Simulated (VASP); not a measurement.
# Cr (P6/mmm) in VASP: relaxation of cell and atoms with LDA

Aim: the relaxation of cell and atoms of Cr with LDA.

Everything below comes from runs of VASP 6.6.1. Logs are shortened: lines on timing, memory, paths and dates and some standing lists are left out, and cuts for length are marked.

### Step 1. The cell of the first run

It takes space group P6/mmm (No. 191, hexagonal). Conventional cell: a = 3.943 Å, b = 3.943 Å, c = 2.445 Å, α = 90.00°, β = 90.00°, γ = 120.00°. Within 3.2 Å of Cr (site symmetry 6/mmm) lie 14 Cr at 2.44 to 2.58 Å. Within 3.0 Å of Cr (site symmetry -6m2) lie 11 Cr at 2.28 to 2.58 Å.

This isn't the form of Cr at room conditions, which is bcc.

### Step 2. Relaxation of cell and atoms, LDA, collinear spin, ferromagnetic start, target pressure -3.5 GPa, at which the enthalpy is minimised

File INCAR:

```
SYSTEM = Cr
ALGO = Normal
EDIFF = 1E-6
EDIFFG = -0.005
ENCUT = 600
IBRION = 2
ISIF = 3
ISMEAR = -1
ISPIN = 2
LASPH = .True.
LCHARG = .False.
LMAXMIX = 4
LORBIT = 11
LREAL = .False.
LWAVE = .False.
MAGMOM = 2 2 2
NELM = 150
NSW = 60
PREC = Accurate
PSTRESS = -35.0
SIGMA = 0.05
```

File KPOINTS:

```
k-points
0
Gamma
  9 9 13
  0 0 0
```

File POSCAR:

```
Cr
1.0
    3.9432819110      0.0000000000      0.0000000000
   -1.9716409555      3.4149823092      0.0000000000
    0.0000000000      0.0000000000      2.4448347848
Cr
3
Direct
    0.0000000000      0.0000000000      0.0000000000
    0.3333333333      0.6666666667      0.5000000000
    0.6666666667      0.3333333333      0.5000000000
```

Potentials or basis: VASP PAW LDA potentials, release 64 (Cr_pv).

Launch:

```console
> cat potpaw_LDA.64/Cr_pv/POTCAR > POTCAR
> mpirun -np 1 vasp_std > vasp.out
```

OUTCAR:

```text
SYSTEM = Cr
   EDIFF = 1E-6
   EDIFFG = -0.005
   ENCUT = 600
   IBRION = 2
   ISIF = 3
   ISMEAR = -1
   ISPIN = 2
   LASPH = .True.
   LORBIT = 11
   LREAL = .False.
   NELM = 150
   NSW = 60
   PREC = Accurate
   PSTRESS = -35.0

 ion  position               nearest neighbor table
   1  0.000  0.000  0.000-   2 2.58   3 2.58   2 2.58   3 2.58   2 2.58   2 2.58   3 2.58   3 2.58
                             3 2.58   3 2.58   2 2.58   2 2.58
   2  0.333  0.667  0.500-   3 2.28   3 2.28   3 2.28   1 2.58   1 2.58   1 2.58   1 2.58   1 2.58
                             1 2.58
   3  0.667  0.333  0.500-   2 2.28   2 2.28   2 2.28   1 2.58   1 2.58   1 2.58   1 2.58   1 2.58
                             1 2.58

  LATTYP: Found a hexagonal cell.
 ALAT       =     3.9432819110
 C/A-ratio  =     0.6200000000

  Lattice vectors:

 A1 = (   3.9432819110,   0.0000000000,   0.0000000000)
 A2 = (  -1.9716409555,   3.4149823092,   0.0000000000)
 A3 = (   0.0000000000,   0.0000000000,   2.4448347848)

Analysis of symmetry for initial positions (statically):
=====================================================================
 Subroutine PRICEL returns:
 Original cell was already a primitive cell.

 Routine SETGRP: Setting up the symmetry group for a
 hexagonal supercell.

 Subroutine GETGRP returns: Found 24 space group operations
 (whereof 24 operations were pure point group operations)
 out of a pool of 24 trial point group operations.

The static configuration has the point symmetry D_6h.

Analysis of symmetry for dynamics (positions and initial velocities):
=====================================================================
 Subroutine PRICEL returns:
 Original cell was already a primitive cell.

 Routine SETGRP: Setting up the symmetry group for a
 hexagonal supercell.

 Subroutine GETGRP returns: Found 24 space group operations
 (whereof 24 operations were pure point group operations)
 out of a pool of 24 trial point group operations.

The dynamic configuration has the point symmetry D_6h.

Analysis of structural, dynamic, and magnetic symmetry:
=====================================================================
 Subroutine PRICEL returns:
 Original cell was already a primitive cell.

 Routine SETGRP: Setting up the symmetry group for a
 hexagonal supercell.

 Subroutine GETGRP returns: Found 24 space group operations
 (whereof 24 operations were pure point group operations)
 out of a pool of 24 trial point group operations.

The overall configuration has the point symmetry D_6h.

 Subroutine INISYM returns: Found 24 space group operations
 (whereof 24 operations are pure point group operations),
 and found     1 'primitive' translations

----------------------------------------------------------------------------------------
[... 112 lines left out ...]
   IALGO  =     38    algorithm
   IMIX   =      4    mixing-type and parameters
     AMIX     =   0.40;   BMIX     =  1.00
     AMIX_MAG =   1.60;   BMIX_MAG =  1.00
  volume/ion in A,a.u.               =      10.97        74.06
  Fermi-wavevector in a.u.,A,eV,Ry     =   1.686593  3.187199 38.703096  2.844597
  Thomas-Fermi vector in A             =   2.769230
   LORBIT       =     11    0 simple, 1 ext, 2 COOP (PROOUT), +10 PAW based schemes
   GGA     = CA    functional components
   LHFCALC =     F    Hartree Fock is set to
   AEXX    =    0.0000 exact exchange contribution
   IVDW    =     0    specifies the selected vdW correction
   LEPSILON=     F    determine dielectric tensor
   LRPA    =     F    only Hartree local field effects (RPA)
 conjugate gradient relaxation of ions
 spin polarized calculation
  energy-cutoff  :      600.00
  volume of cell :       32.92
 maximum number of plane-waves:      1116
 NGX is ok and might be reduce to    32
   NGX = 15   NGY = 15   NGZ =  9

--------------------------------------- Ionic step        1  -------------------------------------------

 number of electron      36.0000009 magnetization       0.0046213

 number of electron      36.0000009 magnetization      -0.0050131

 Free energy of the ion-electron system (eV)
  ---------------------------------------------------
  ext. energy  EPLUGINS =         0.00000000
  ---------------------------------------------------
  free energy    TOTEN  =       -30.43866569 eV

  energy without entropy =      -30.38115595  energy(sigma->0) =      -30.40991082

------------------------ aborting loop because EDIFF is reached ----------------------------------------

  FORCE on cell =-STRESS in cart. coord.  units (eV):
  Direction    XX          YY          ZZ          XY          YZ          ZX
  --------------------------------------------------------------------------------------
  -------------------------------------------------------------------------------------
  Total        3.0667594      3.0667594     -3.4888611      0.0000000      0.0000000      0.0000000
  in kB      149.2431764    149.2431764   -169.7846648      0.0000000      0.0000000      0.0000000
  external PRESSURE =      77.9005627 kB  Pullay stress =     -35.0000000 kB
[... 311 lines left out ...]
 number of electron      35.9999996 magnetization      -0.0000010

 number of electron      35.9999996 magnetization       0.0000008

 Free energy of the ion-electron system (eV)
  ---------------------------------------------------
  ext. energy  EPLUGINS =         0.00000000
  ---------------------------------------------------
  free energy    TOTEN  =       -30.87468691 eV

  energy without entropy =      -30.83873197  energy(sigma->0) =      -30.85670944

 E-fermi :  11.1194     XC(G=0): -14.1292

 val. band max:       11.1185784680   @ k =   0.1111   0.1111   0.1538
 cond. band min:      11.1217847089   @ k =   0.1111   0.1111   0.3846
 fundamental gap:      0.0032062409
 Fermi energy:        11.1194158801

 spin component 1

 k-point     1 :       0.0000    0.0000    0.0000
  band No.  band energies     occupation
      1     -31.6780      1.00000
      2     -31.6780      1.00000
      3     -31.6676      1.00000
      4     -31.6676      1.00000
      5     -31.0198      1.00000
      6     -31.0198      1.00000
[... 661 lines left out ...]
     24      13.1768      0.00000
     25      13.5244      0.00000

 [... further k-points ...]

 spin component 2

 k-point     1 :       0.0000    0.0000    0.0000
  band No.  band energies     occupation
      1     -31.6780      1.00000
      2     -31.6780      1.00000
      3     -31.6676      1.00000
      4     -31.6676      1.00000
      5     -31.0198      1.00000
      6     -31.0198      1.00000
[... 697 lines left out ...]
  energy  without entropy=      -30.8387319726  energy(sigma->0) =      -30.85670944

  enthalpy is  TOTEN    =       -31.6112219024 eV   P V=       -0.7365349937

 reached required accuracy - stopping structural energy minimisation

 total charge

# of ion       s       p       d       tot
------------------------------------------
    1        0.428   6.408   4.291  11.128
    2        0.439   6.386   4.372  11.197
    3        0.439   6.386   4.372  11.197
--------------------------------------------------
tot          1.307  19.181  13.035  33.522

 magnetization (x)

# of ion       s       p       d       tot
------------------------------------------
    1       -0.000  -0.000   0.000  -0.000
    2       -0.000  -0.000  -0.000  -0.000
    3       -0.000  -0.000  -0.000  -0.000
--------------------------------------------------
tot         -0.000  -0.000  -0.000  -0.000
```

OSZICAR:

```text
N       E                     dE             d eps       ncg     rms          rms(c)
DAV:   1     0.439474387248E+03    0.43947E+03   -0.22071E+04  8400   0.201E+03
DAV:   2    -0.131929043385E+02   -0.45267E+03   -0.44220E+03  8483   0.554E+02
DAV:   3    -0.331267341717E+02   -0.19934E+02   -0.19204E+02  9757   0.133E+02
[... 92 lines left out ...]
DAV:   1    -0.308752566954E+02   -0.10758E-02   -0.15790E-02  8526   0.116E+00    0.177E-01
DAV:   2    -0.308747812271E+02    0.47547E-03   -0.17240E-03  9052   0.432E-01    0.851E-02
DAV:   3    -0.308751782735E+02   -0.39705E-03   -0.24586E-03 10886   0.629E-01    0.259E-01
DAV:   4    -0.308746894756E+02    0.48880E-03   -0.16157E-03 10834   0.515E-01    0.156E-02
DAV:   5    -0.308746873299E+02    0.21457E-05   -0.37886E-05 11273   0.457E-02    0.105E-02
DAV:   6    -0.308746869087E+02    0.42116E-06   -0.15022E-06  5705   0.122E-02
   9 F= -.31611222E+02 E0= -.31593244E+02  d E =-.287155E-04  mag=    -0.0000
```

Wall time 4.8 min (1 thread of Intel Xeon 6975P-C (Granite Rapids), shared host); peak memory 0.23 GiB.

Results:

```
Free energy                                                : -30.8747 eV
Relaxed volume                                             : 11.24 Å³/atom
Relaxed cell                                               : a = 4.174 Å, b = 4.174 Å, c = 2.235 Å, α = 90.00°, β = 90.00°, γ = 120.00°
Space group after relaxing (to 0.1 Å)                      : P6/mmm (No. 191)
Energy change on relaxing (the run minimises the enthalpy) : -145.3 meV/atom
Ionic steps                                                : 9
Pressure after relaxing                                    : -3.5 GPa
Band gap on the k mesh                                     : zero (filled and empty bands overlap)
Net moment                                                 : 0.00 μB per cell
Valence electrons inside the program's atomic spheres      : Cr 11.13, 11.20 (each value once)
```

Stress tensor (GPa, compression positive):
```
-3.57  0.00  0.00
 0.00 -3.57  0.00
 0.00  0.00 -3.44
```

Step by step:
```
step  energy change (eV)  largest force (eV/Å)  pressure (GPa)  volume (Å³)
   1              0.0000                0.0000            4.29        32.92
   2             -0.2870                0.0000          -15.40        35.40
   3             -0.2866                0.0000          -15.65        35.45
   4             -0.3353                0.0000            0.57        33.47
   5             -0.4058                0.0000           -8.53        34.42
   6             -0.4394                0.0000           -1.16        33.39
   7             -0.4358                0.0000           -3.58        33.72
   8             -0.4355                0.0000           -3.72        33.74
   9             -0.4360                0.0000           -3.52        33.72
```

Final structure:
```yaml
crystal:
  lattice:
    - [4.17399, 0.00000, 0.00000]
    - [-2.08700, 3.61478, 0.00000]
    - [0.00000, 0.00000, 2.23461]
  atoms:
    - { symbol: Cr, position: [0.00000, 0.00000, 0.00000] }
    - { symbol: Cr, position: [0.33333, 0.66667, 0.50000] }
    - { symbol: Cr, position: [0.66667, 0.33333, 0.50000] }
```

Caveat: the cell is relaxed towards a set pressure, so the run minimises the enthalpy, not the energy.
